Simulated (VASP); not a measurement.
Mg2BeS3: single point with PBE

Crystal: Mg2BeS3.

```
Mg Be S
1.0
     3.53443    0.00000    0.00000
     0.00000    3.54793    0.00000
     0.00000    0.00000   12.20777
Mg Be S
2 1 3
Direct
  0.50000 0.00000 0.09537
  0.00000 0.00000 0.51699
  0.50000 0.50000 0.62659
  0.00000 0.50000 0.10096
  0.00000 0.50000 0.70123
  0.50000 0.50000 0.45886
```

The cell was generated, and may not be a known phase.

- Program: VASP 6.6.1
- Task: single point
- Functional: PBE
- Potentials or basis: VASP PAW PBE potentials, release 64 (Mg, Be, S)
- Cutoff: 600 eV
- k mesh: 10 × 10 × 4
- Occupations: gaussian, width 0.02 eV
- Spin: no spin polarisation

```yaml
Pressure: -0.1 GPa
Largest_force: 0.017 eV/Å
Band_gap_on_the_k_mesh: 0.45 eV
```

Forces on the atoms (eV/Å):
```
Mg   0.000  0.000  0.001
Mg   0.000  0.000  0.017
Be   0.000  0.000 -0.004
S    0.000  0.000 -0.001
S    0.000  0.000 -0.008
S    0.000  0.000 -0.006
```

Stress tensor (GPa, compression positive):
```
-0.15  0.00  0.00
 0.00 -0.16  0.00
 0.00  0.00 -0.04
```

Levels at points of the mesh, in eV from the valence-band top:
```csv
k point,band 8,band 9,band 10,band 11,band 12,band 13,band 14,band 15,band 16,band 17
"(0.00, 0.00, 0.00)",-1.60,-1.47,-0.98,-0.49,-0.44,1.85,2.96,3.12,4.95,5.05
"(0.50, 0.00, 0.00)",-2.37,-1.75,-0.73,-0.42,-0.11,3.45,4.25,4.33,4.55,5.52
"(0.00, 0.50, 0.00)",-3.05,-1.39,-1.23,-0.68,-0.07,1.97,3.89,4.58,5.52,5.89
"(0.50, 0.50, 0.00)",-3.08,-3.05,-2.93,-1.87,-0.01,0.45,1.48,2.49,5.75,5.89
"(0.00, 0.00, 0.50)",-1.68,-1.60,-0.98,-0.49,-0.44,1.94,2.92,3.12,4.90,5.05
"(0.50, 0.00, 0.50)",-2.37,-1.75,-0.72,-0.42,-0.11,3.61,4.08,4.21,4.55,5.26
"(0.00, 0.50, 0.50)",-3.05,-1.35,-1.23,-0.73,-0.07,1.93,4.07,4.59,5.55,5.62
"(0.50, 0.50, 0.50)",-3.07,-3.06,-2.94,-1.87,0.00,0.45,1.48,2.50,5.63,6.00
```

Run time: 14 min on 1 thread of Intel Xeon 8259CL (shared host), peak memory 0.51 GiB.

Caveat: semilocal functionals underestimate gaps, and a narrow one can read as zero. A k mesh can miss the band edges.
